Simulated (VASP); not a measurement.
Write the native input for VASP 6.6.1 that does the following.

| Item | Value |
| --- | --- |
| Task | relaxation of cell and atoms |
| Functional | PBE |
| Potentials or basis | VASP PAW PBE potentials, release 64 (Ga_d, N) |
| Cutoff | 600 eV |
| k mesh | 10 × 10 × 10 |
| Occupations | gaussian, width 0.01 eV |
| Spin | no spin polarisation |
| Dipole correction | no |
| Further INCAR settings | ALGO = Normal; EDIFF = 1e-06; IBRION = 2; EDIFFG = -0.001; NSW = 80; ISIF = 3 |

The structure of GaN lies in POSCAR:

```
GaN
1.0
    0.0000000000      2.2742384953      2.2742384953
    2.2742384953      0.0000000000      2.2742384953
    2.2742384953      2.2742384953      0.0000000000
Ga N
1 1
Direct
    0.0000000000      0.0000000000      0.0000000000
    0.7500000000      0.7500000000      0.7500000000
```

The input as run:

INCAR

```
SYSTEM = GaN
PREC = Accurate
ENCUT = 600
EDIFF = 1E-6
ISMEAR = 0
SIGMA = 0.01
LREAL = .False.
LASPH = .True.
NELM = 100
ALGO = Normal
ISIF = 3
LWAVE = .False.
LCHARG = .False.
GGA = PE
IBRION = 2
NSW = 80
EDIFFG = -0.001
```

KPOINTS

```
Automatic mesh
0
Gamma
  10 10 10
  0 0 0
```

Potentials or basis: VASP PAW PBE potentials, release 64 (Ga_d, N).

Launch:

```sh
$ cat potpaw_PBE.64/Ga_d/POTCAR potpaw_PBE.64/N/POTCAR > POTCAR
$ mpirun -np 1 vasp_std > vasp.out
```

Results of the run:

- Relaxed volume: 11.76 Å³/atom
- Relaxed cell: a = 3.216 Å, b = 3.216 Å, c = 3.216 Å, α = 60.00°, β = 60.00°, γ = 60.00°
- Space group after relaxing (to 0.05 Å): F-43m (No. 216)
- Energy gained by relaxing: 0.0 meV/atom
- Ionic steps: 7
- Pressure after relaxing: 0.0 GPa
- Band gap on the k mesh: 1.55 eV, direct

It took 37 s on 1 thread of Intel(R) Xeon(R) Platinum 8375C CPU @ 2.90GHz (Ice Lake), on a shared host, peak memory 0.17 GiB.
